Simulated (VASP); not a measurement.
## ZnIn2Cl4: single point with PBE

ZnIn2Cl4:

```xyz
7
Lattice="-3.6943 3.6943 4.1698 3.6943 -3.6943 4.1698 3.6943 3.6943 -4.1698" Properties=species:S:1:pos:R:3 pbc="T T T"
Zn    0.0000    0.0000    0.0000
In    0.0000    3.6943    2.0849
In    3.6943    0.0000    2.0849
Cl    1.6646    1.6646    0.0000
Cl    2.0297   -2.0297    4.1698
Cl    2.0297    2.0297    4.1698
Cl   -2.0297    2.0297    4.1698
```

| Quantity | Value |
| --- | --- |
| Program | VASP 6.6.1 |
| Task | single point |
| Functional | PBE |
| Potentials or basis | VASP PAW PBE potentials, release 64 (Zn, In_d, Cl) |
| Cutoff | 520 eV |
| k mesh | 4 × 4 × 4 |
| Occupations | gaussian, width 0.1 eV |
| Spin | no spin polarisation |

- Pressure: 0.0 GPa
- Largest force: 0.045 eV/Å
- Band gap on the k mesh: 2.38 eV, direct

Forces on the atoms (eV/Å):
```
Zn   0.000  0.000  0.000
In   0.000  0.000  0.000
In   0.000  0.000  0.000
Cl   0.032  0.032  0.000
Cl  -0.032  0.032  0.000
Cl  -0.032 -0.032  0.000
Cl   0.032 -0.032  0.000
```

Stress tensor (GPa, compression positive):
```
 0.18  0.00  0.00
 0.00  0.18  0.00
 0.00  0.00 -0.23
```

Levels at points of the mesh, in eV from the valence-band top:
```csv
k point,band 31,band 32,band 33,band 34,band 35,band 36
"(0.00, 0.00, 0.00)",-1.65,-1.24,-0.99,2.85,3.80,4.68
"(0.50, 0.00, 0.00)",-1.12,-0.70,-0.60,3.33,3.51,3.83
"(0.50, 0.50, 0.00)",-1.54,-0.68,-0.37,3.02,3.84,3.95
"(0.50, 0.50, 0.50)",-1.02,-0.13,0.00,2.38,3.12,3.12
```

Wall time 2.5 min on 1 thread of Intel(R) Xeon(R) Platinum 8488C (Sapphire Rapids) (shared host), peak memory 0.39 GiB.

Caveat: spin-orbit coupling is left out, which moves the levels of the heavy elements. A k mesh can miss the band edges.
